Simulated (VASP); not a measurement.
A run of VASP 6.6.1 is set up as follows.

File INCAR:

```
ALGO     = Normal         # electronic algorithm
EDIFF    = 1E-6           # SCF threshold, eV
ENCUT    = 520            # plane-wave cutoff, eV
GGA      = PE             # functional
ISIF     = 2              # what is computed and relaxed
ISMEAR   = 0              # smearing method
LASPH    = True           # aspherical terms in the spheres
LCHARG   = False          # write CHGCAR
LREAL    = False          # projectors in reciprocal space
LWAVE    = False          # write WAVECAR
NBANDS   = 32             # bands
NELM     = 80             # most SCF steps
PREC     = Accurate       # precision mode
SIGMA    = 0.1            # smearing width, eV
```

Contents of KPOINTS:

```
k-points
0
Gamma
  6 6 4
```

Contents of POSCAR:

```
Ga3As2
1.0
    4.0906423555      0.0000000000      0.0000000000
   -2.0453211777      3.5426001976      0.0000000000
    0.0000000000      0.0000000000      6.3643750353
Ga As
3 2
Direct
    0.0000000000      0.0000000000      0.0000000000
    0.3333333333      0.6666666667      0.6450000000
    0.6666666667      0.3333333333      0.3550000000
    0.3333333333      0.6666666667      0.2450000000
    0.6666666667      0.3333333333      0.7550000000
```

Potentials or basis: VASP PAW PBE potentials, release 64 (Ga_d, As).

Launch:

```console
$ cat potpaw_PBE.64/Ga_d/POTCAR potpaw_PBE.64/As/POTCAR > POTCAR
$ mpirun -np 1 vasp_std > vasp.out
```

Predict the band gap on the k mesh.

zero (an odd number of electrons rules out a gap without spin polarisation).

Estimate the pressure.

14.9 GPa.

Stress tensor (GPa, compression positive):
```
15.26  0.00  0.00
 0.00 15.26  0.00
 0.00  0.00 14.06
```

Caveat: the cell stands under pressure.
